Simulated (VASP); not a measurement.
# Ge (P2_1/m) in VASP: a series of runs

The runs below take Ge through single point, with PBEsol+D3(BJ).

All numbers are computed with VASP 6.6.1; they aren't measurements. Logs are shortened: lines on timing, memory, paths and dates and some standing lists are left out, and cuts for length are marked.

## Step 1: The cell of the first run

Symmetry: P2_1/m, No. 11, monoclinic system. The conventional cell has a = 2.976 Å, b = 4.728 Å, c = 2.991 Å, α = 90.00°, β = 119.83°, γ = 90.00°. Within 3.6 Å of Ge (site symmetry m) lie 12 Ge at 2.69 to 3.14 Å.

## Step 2: Single point, PBEsol+D3(BJ) (+0.000) A along [1 1 0] and z)

INCAR

```
PREC     = Accurate       # precision mode
ENCUT    = 520            # plane-wave cutoff, eV
EDIFF    = 1E-6           # SCF threshold, eV
ISMEAR   = 0              # smearing method
SIGMA    = 0.15           # smearing width, eV
LREAL    = F              # projectors in reciprocal space
LASPH    = T              # aspherical terms in the spheres
NELM     = 60             # most SCF steps
ALGO     = Fast           # electronic algorithm
ISIF     = 2              # what is computed and relaxed
LWAVE    = F              # write WAVECAR
LCHARG   = F              # write CHGCAR
GGA      = PS             # functional
IVDW     = 12             # dispersion correction
NBANDS   = 21             # bands
```

KPOINTS

```
Automatic mesh
0
Gamma
  18 18 10
```

POSCAR

```
Ge
1.0
    1.4880529250     -2.5946896100      0.0000000000
    1.4880529250      2.5946896100      0.0000000000
    0.0000000000      0.0000000000      4.7275957900
Ge
2
Direct
    0.6209529553      0.1652118738      0.2500000000
    0.3334466300      0.6665533700      0.7500000000
```

Potentials or basis: VASP PAW PBE potentials, release 64 (Ge_d).

On the command line:

```bash
cat potpaw_PBE.64/Ge_d/POTCAR > POTCAR
mpirun -np 1 vasp_std > vasp.out
```

OUTCAR:

```text
PREC = Accurate
   ENCUT = 520
   EDIFF = 1E-6
   ISMEAR = 0
   LREAL = F
   LASPH = T
   NELM = 60
   ISIF = 2
   GGA = PS
   IVDW = 12
 IVDW          = 12

 ion  position               nearest neighbor table
   1  0.621  0.165  0.250-   2 2.69   2 2.69
   2  0.333  0.667  0.750-   1 2.69   1 2.69

  LATTYP: Found a base centered orthorhombic cell.
 ALAT       =     2.9761058500
 B/A-ratio  =     1.7436809984
 C/A-ratio  =     1.5885173540

  Lattice vectors:

 A1 = (   1.4880529250,  -2.5946896100,   0.0000000000)
 A2 = (   1.4880529250,   2.5946896100,   0.0000000000)
 A3 = (   0.0000000000,   0.0000000000,   4.7275957900)

Analysis of symmetry for initial positions (statically):
=====================================================================
 Subroutine PRICEL returns:
 Original cell was already a primitive cell.

 Routine SETGRP: Setting up the symmetry group for a
 base centered orthorhombic supercell.

 Subroutine GETGRP returns: Found  4 space group operations
 (whereof  1 operations were pure point group operations)
 out of a pool of  8 trial point group operations.

The static configuration has the point symmetry C_1 .
 The point group associated with its full space group is C_2h.

Analysis of symmetry for dynamics (positions and initial velocities):
=====================================================================
 Subroutine PRICEL returns:
 Original cell was already a primitive cell.

 Routine SETGRP: Setting up the symmetry group for a
 base centered orthorhombic supercell.

 Subroutine GETGRP returns: Found  4 space group operations
 (whereof  1 operations were pure point group operations)
 out of a pool of  8 trial point group operations.

The dynamic configuration has the point symmetry C_1 .
 The point group associated with its full space group is C_2h.

 Subroutine INISYM returns: Found  4 space group operations
 (whereof  1 operations are pure point group operations),
 and found     1 'primitive' translations

----------------------------------------------------------------------------------------

                                     Primitive cell

  volume of cell :      36.5068

  direct lattice vectors                    reciprocal lattice vectors
     1.488052925 -2.594689610  0.000000000     0.336009554 -0.192701277  0.000000000
     1.488052925  2.594689610  0.000000000     0.336009554  0.192701277  0.000000000
     0.000000000  0.000000000  4.727595790     0.000000000  0.000000000  0.211524006

  length of vectors
     2.991106096  2.991106096  4.727595790     0.387345069  0.387345069  0.211524006

  position of ions in fractional coordinates (direct lattice)
     0.620952955  0.165211874  0.250000000
     0.333446630  0.666553370  0.750000000

  ion indices of the primitive-cell ions
   primitive index   ion index
                 1           1
                 2           2

----------------------------------------------------------------------------------------

 KPOINTS: Automatic mesh

Automatic generation of k-mesh.
 Grid dimensions read from file:
 generate k-points for:   18   18   10

 Generating k-lattice:

  Cartesian coordinates                     Fractional coordinates (reciprocal lattice)
     0.018667197 -0.010705626  0.000000000     0.055555556  0.000000000  0.000000000
     0.018667197  0.010705626  0.000000000     0.000000000  0.055555556  0.000000000
     0.000000000  0.000000000  0.021152401     0.000000000  0.000000000  0.100000000

  Length of vectors
     0.021519171  0.021519171  0.021152401

  Shift w.r.t. Gamma in fractional coordinates (k-lattice)
     0.000000000  0.000000000  0.000000000

 Subroutine IBZKPT returns following result:
 ===========================================

 Found    984 irreducible k-points:

 Following reciprocal coordinates:
            Coordinates               Weight
  0.000000  0.000000  0.000000      1.000000
  0.055556  0.000000  0.000000      2.000000
  0.000000  0.055556  0.000000      2.000000
  0.111111  0.000000  0.000000      2.000000
  0.000000  0.111111  0.000000      2.000000
  0.166667  0.000000  0.000000      2.000000
[... 16 lines left out ...]
  0.166667  0.055556  0.000000      2.000000
  0.055556  0.166667  0.000000      2.000000
 [... further k-points ...]
   k-points           NKPTS =    984   k-points in BZ     NKDIM =    984   number of bands    NBANDS=     21
   number of dos      NEDOS =    301   number of ions     NIONS =      2
   total plane-waves  NPLWV =  20736
   dimension x,y,z NGX =    24 NGY =   24 NGZ =   36
   dimension x,y,z NGXF=    48 NGYF=   48 NGZF=   72
   ions per type =               2
   NGX,Y,Z   is equivalent  to a cutoff of  13.34, 13.34, 12.66 a.u.
   NGXF,Y,Z  is equivalent  to a cutoff of  26.68, 26.68, 25.32 a.u.
 SYSTEM =  unknown system
   PREC   = accura    normal or accurate (medium, high low for compatibility)
   ISTART =      0    job   : 0-new  1-cont  2-samecut
   ICHARG =      2    charge: 1-file 2-atom 10-const
   ISPIN  =      1    spin polarized calculation?
   LNONCOLLINEAR =      F non collinear calculations
   LSORBIT =      F    spin-orbit coupling
   LASPH  =      T    aspherical Exc in radial PAW
   ENCUT  =  520.0 eV  38.22 Ry    6.18 a.u.   5.56  5.56  8.79*2*pi/ulx,y,z
   NELM   =     60;   NELMIN=  2; NELMDL= -5     # of ELM steps
   EDIFF  = 0.1E-05   stopping-criterion for ELM
   LREAL  =      F    real-space projection
   EDIFFG = 0.1E-04   stopping-criterion for IOM
   NSW    =      0    number of steps for IOM
   IBRION =     -1    ionic relax: 0-MD 1-quasi-New 2-CG
   NFREE  =      0    steps in history (QN), initial steepest desc. (CG)
   ISIF   =      2    stress and relaxation
   ISYM   =      2    0-nonsym 1-usesym 2-fastsym
   POTIM  = 0.5000    time-step for ionic-motion
   TEBEG  =    0.0;   TEEND  =   0.0 temperature during run
   PSTRESS=    0.0 pullay stress
   NELECT =      28.0000    total number of electrons
   NUPDOWN=      -1.0000    fix difference up-down
   EMIN   =  10.00;   EMAX   =-10.00  energy-range for DOS
   EFERMI =   0.00;   METHOD = LEGACY
   ISMEAR =     0;   SIGMA  =   0.15  broadening in eV -4-tet -1-fermi 0-gaus
   EFERMI_NEDOS =   21; number of points for ismear=-14 and -15
   IALGO  =     68    algorithm
   IMIX   =      4    mixing-type and parameters
     AMIX     =   0.40;   BMIX     =  1.00
     AMIX_MAG =   1.60;   BMIX_MAG =  1.00
  volume/ion in A,a.u.               =      18.25       123.18
  Fermi-wavevector in a.u.,A,eV,Ry     =   1.498544  2.831837 30.553703  2.245634
  Thomas-Fermi vector in A             =   2.610289
   LORBIT       =      0    0 simple, 1 ext, 2 COOP (PROOUT), +10 PAW based schemes
   GGA     = PS    functional components
   LHFCALC =     F    Hartree Fock is set to
   AEXX    =    0.0000 exact exchange contribution
   IVDW    =    12    specifies the selected vdW correction
   LEPSILON=     F    determine dielectric tensor
   LRPA    =     F    only Hartree local field effects (RPA)
 non-spin polarized calculation
 RMM-DIIS sequential band-by-band and
 Gauss-broadening in eV      SIGMA  =   0.15
  energy-cutoff  :      520.00
  volume of cell :       36.51
 maximum number of plane-waves:      1014
   NGX = 11   NGY = 11   NGZ = 17

 number of electron      28.0000013 magnetization

 Free energy of the ion-electron system (eV)
  ---------------------------------------------------
  ext. energy  EPLUGINS =         0.00000000
  ---------------------------------------------------
  free energy    TOTEN  =        -9.32054586 eV

  energy without entropy =       -9.31080733  energy(sigma->0) =       -9.31567660

 E-fermi :   7.0115     XC(G=0): -11.5950

 val. band max:        7.0098778709   @ k =   0.2778  -0.3333  -0.3000
 cond. band min:       7.0116242635   @ k =   0.1667  -0.4444  -0.2000
 fundamental gap:      0.0017463926
 Fermi energy:         7.0115107129

 k-point     1 :       0.0000    0.0000    0.0000
  band No.  band energies     occupation
      1     -17.6927      2.00000
      2     -17.6838      2.00000
      3     -17.6663      2.00000
      4     -17.6596      2.00000
      5     -17.6553      2.00000
      6     -17.6351      2.00000
[... 13 lines left out ...]
     20      19.4747      0.00000
     21      20.9433      0.00000

 k-point     2 :       0.0556    0.0000    0.0000
  band No.  band energies     occupation
      1     -17.6914      2.00000
      2     -17.6818      2.00000
      3     -17.6669      2.00000
      4     -17.6594      2.00000
      5     -17.6552      2.00000
      6     -17.6337      2.00000
[... 13 lines left out ...]
     20      19.8254      0.00000
     21      21.3846      0.00000

 k-point     3 :       0.0000    0.0556    0.0000
  band No.  band energies     occupation
      1     -17.6933      2.00000
      2     -17.6819      2.00000
      3     -17.6671      2.00000
      4     -17.6573      2.00000
      5     -17.6527      2.00000
      6     -17.6343      2.00000
[... 13 lines left out ...]
     20      19.9554      0.00000
     21      21.1922      0.00000

 k-point     4 :       0.1111    0.0000    0.0000
  band No.  band energies     occupation
      1     -17.6878      2.00000
      2     -17.6779      2.00000
      3     -17.6685      2.00000
      4     -17.6575      2.00000
      5     -17.6549      2.00000
      6     -17.6289      2.00000
[... 13 lines left out ...]
     20      20.5956      0.00000
     21      21.0363      0.00000

 k-point     5 :       0.0000    0.1111    0.0000
  band No.  band energies     occupation
      1     -17.6953      2.00000
      2     -17.6769      2.00000
      3     -17.6692      2.00000
      4     -17.6509      2.00000
      5     -17.6453      2.00000
      6     -17.6313      2.00000
[... 13 lines left out ...]
     20      20.4475      0.00000
     21      21.6083      0.00000
[... 382 lines left out ...]
     20      19.7765      0.00000
     21      20.6837      0.00000

 k-point    22 :       0.0556    0.1111    0.0000
  band No.  band energies     occupation
      1     -17.6948      2.00000
      2     -17.6730      2.00000
      3     -17.6707      2.00000
      4     -17.6468      2.00000
      5     -17.6418      2.00000
      6     -17.6259      2.00000
[... 13 lines left out ...]
     20      20.0210      0.00000
     21      21.4222      0.00000

 k-point    23 :       0.1667    0.0556    0.0000
  band No.  band energies     occupation
      1     -17.6855      2.00000
      2     -17.6759      2.00000
      3     -17.6722      2.00000
      4     -17.6545      2.00000
      5     -17.6327      2.00000
      6     -17.6250      2.00000
[... 13 lines left out ...]
     20      19.5874      0.00000
     21      20.0553      0.00000

 k-point    24 :       0.0556    0.1667    0.0000
  band No.  band energies     occupation
      1     -17.6996      2.00000
      2     -17.6737      2.00000
      3     -17.6681      2.00000
      4     -17.6368      2.00000
      5     -17.6272      2.00000
      6     -17.6259      2.00000
[... 13 lines left out ...]
     20      20.2755      0.00000
     21      20.4892      0.00000

 [... further k-points ...]

------------------------ aborting loop because EDIFF is reached ----------------------------------------

 Edisp (eV)   -0.67741

 E8    (eV) :    -0.4525

  FORCE on cell =-STRESS in cart. coord.  units (eV):
  Direction    XX          YY          ZZ          XY          YZ          ZX
  --------------------------------------------------------------------------------------
  -------------------------------------------------------------------------------------
  Total      -0.48762    -0.92734     0.06595     0.12662     0.00000     0.00000
  in kB     -21.40029   -40.69833     2.89452     5.55688     0.00000     0.00000
  external pressure =      -19.73 kB  Pullay stress =        0.00 kB

 VOLUME and BASIS-vectors are now :
 -----------------------------------------------------------------------------
  energy-cutoff  :      520.00
  volume of cell :       36.51
      direct lattice vectors                 reciprocal lattice vectors
     1.488052925 -2.594689610  0.000000000     0.336009554 -0.192701277  0.000000000
     1.488052925  2.594689610  0.000000000     0.336009554  0.192701277  0.000000000
     0.000000000  0.000000000  4.727595790     0.000000000  0.000000000  0.211524006

 POSITION                                       TOTAL-FORCE (eV/Angst)
 -----------------------------------------------------------------------------------
      1.16985     -1.18251      1.18190        -0.014747      0.005740      0.000000
      1.48805      0.86431      3.54570         0.014747     -0.005740     -0.000000
 -----------------------------------------------------------------------------------
    total drift:                                0.000065     -0.000033      0.000000

  FREE ENERGIE OF THE ION-ELECTRON SYSTEM (eV)
  ---------------------------------------------------
  free  energy   TOTEN  =        -9.9979516630 eV

  energy  without entropy=       -9.9882131326  energy(sigma->0) =       -9.99308240
```

Wall time 15 min (1 thread of Oxide Virtual Turin-like, shared host); peak memory 0.61 GiB.

Results:

```
Free energy                : -9.9980 eV
Pressure                   : -2.0 GPa
Largest force              : 0.016 eV/Å
Band gap on the k mesh     : zero (bands 14 and 15 overlap by 9.33 eV)
Dispersion energy per atom : -0.339 eV
```

Forces on the atoms (eV/Å):
```
Ge  -0.015  0.006  0.000
Ge   0.015 -0.006  0.000
```

Stress tensor (GPa, compression positive):
```
-2.14  0.56  0.00
 0.56 -4.07  0.00
 0.00  0.00  0.29
```

Levels at points of the mesh, in eV from the Fermi level:
```
           k point  band 11  band 12  band 13  band 14  band 15  band 16  band 17  band 18
(0.00, 0.00, 0.00)   -13.50    -7.55    -5.70     6.19     7.39     7.56     8.98    10.21
(0.50, 0.00, 0.00)    -8.78    -6.93    -2.48    -1.43    -1.28     1.86     2.76     4.68
(0.00, 0.50, 0.00)    -8.14    -7.81    -1.82    -1.74    -0.34     0.30     2.41     6.08
(0.50, 0.50, 0.00)    -9.05    -6.60    -2.79    -1.83    -1.19     2.51     2.68     5.29
(0.00, 0.00, 0.50)   -11.82   -11.82     1.77     1.77     7.59     7.59     7.78     7.78
(0.50, 0.00, 0.50)    -7.25    -7.25    -4.89    -4.89     3.62     3.62     5.66     5.66
(0.00, 0.50, 0.50)    -6.95    -6.95    -5.31    -5.31     3.99     3.99     5.25     5.25
(0.50, 0.50, 0.50)    -7.46    -7.46    -4.69    -4.69     3.80     3.80     5.38     5.38
```

Caveat: the cell differs from its parent crystal (+0.000) A along [1 1 0] and z); the PAW data sets were made with another functional, which shifts forces and pressure a little.

## Step 3: Single point, PBEsol+D3(BJ) (atom 1 (Ge) moved by (+0.450, +0.000) A along [1 1 0] and z)

INCAR

```
PREC     = Accurate       # precision mode
ENCUT    = 520            # plane-wave cutoff, eV
EDIFF    = 1E-6           # SCF threshold, eV
ISMEAR   = 0              # smearing method
SIGMA    = 0.15           # smearing width, eV
LREAL    = False          # projectors in reciprocal space
LASPH    = True           # aspherical terms in the spheres
NELM     = 80             # most SCF steps
ALGO     = Fast           # electronic algorithm
ISIF     = 2              # what is computed and relaxed
LWAVE    = False          # write WAVECAR
LCHARG   = False          # write CHGCAR
GGA      = PS             # functional
IVDW     = 12             # dispersion correction
NBANDS   = 21             # bands
```

KPOINTS is that of step 2.

POSCAR: that of step 2 with these lines changed.

```diff
@@ -8,3 +8,3 @@
 Direct
-    0.6209529553      0.1652118738      0.2500000000
+    0.7121537847      0.5016813862      0.2500000000
     0.3334466300      0.6665533700      0.7500000000
```

Potentials or basis: VASP PAW PBE potentials, release 64 (Ge_d).

On the command line:

```bash
cat potpaw_PBE.64/Ge_d/POTCAR > POTCAR
mpirun -np 1 vasp_std > vasp.out
```

Run time: 15 min. Hardware: 1 thread of Oxide Virtual Turin-like, shared host; peak memory 0.61 GiB.

The run converged. Its results:

```yaml
Free_energy: -9.9948 eV
Pressure: -2.3 GPa
Largest_force: 0.029 eV/Å
Band_gap_on_the_k_mesh: zero (bands 14 and 15 overlap by 9.20 eV)
Dispersion_energy_per_atom: -0.339 eV
```

Forces in eV/Å, atoms in the order of the input:
```
Ge  -0.029  0.006  0.000
Ge   0.029 -0.006  0.000
```

Stress tensor (GPa, compression positive):
```
-3.69 -0.93  0.00
-0.93 -2.57  0.00
 0.00  0.00 -0.75
```

Levels at points of the mesh, in eV from the Fermi level:
```
           k point  band 10  band 11  band 12  band 13  band 14  band 15  band 16  band 17  band 18  band 19
(0.00, 0.00, 0.00)   -24.54   -13.48    -7.56    -5.67     5.90     7.51     7.73     9.69    10.11    11.22
(0.50, 0.00, 0.00)   -24.56    -8.43    -7.41    -2.19    -1.46    -0.81     0.97     2.79     4.70     9.04
(0.00, 0.50, 0.00)   -24.54    -9.03    -6.37    -2.89    -1.86    -1.11     2.30     2.89     6.00     7.45
(0.50, 0.50, 0.00)   -24.56    -8.12    -7.92    -1.98    -1.67    -0.20     0.12     2.76     5.34     8.58
(0.00, 0.00, 0.50)   -24.59   -11.81   -11.81     1.78     1.78     7.48     7.48     7.90     7.90    12.47
(0.50, 0.00, 0.50)   -24.54    -7.04    -7.04    -5.16    -5.16     3.65     3.65     5.75     5.75     8.21
(0.00, 0.50, 0.50)   -24.57    -7.44    -7.44    -4.55    -4.55     3.89     3.89     4.88     4.88     8.56
(0.50, 0.50, 0.50)   -24.54    -7.00    -7.00    -5.33    -5.33     3.93     3.93     5.57     5.57     8.45
```

Caveat: the cell differs from its parent crystal (atom 1 (Ge) moved by (+0.450, +0.000) A along [1 1 0] and z); the PAW data sets were made with another functional, which shifts forces and pressure a little.
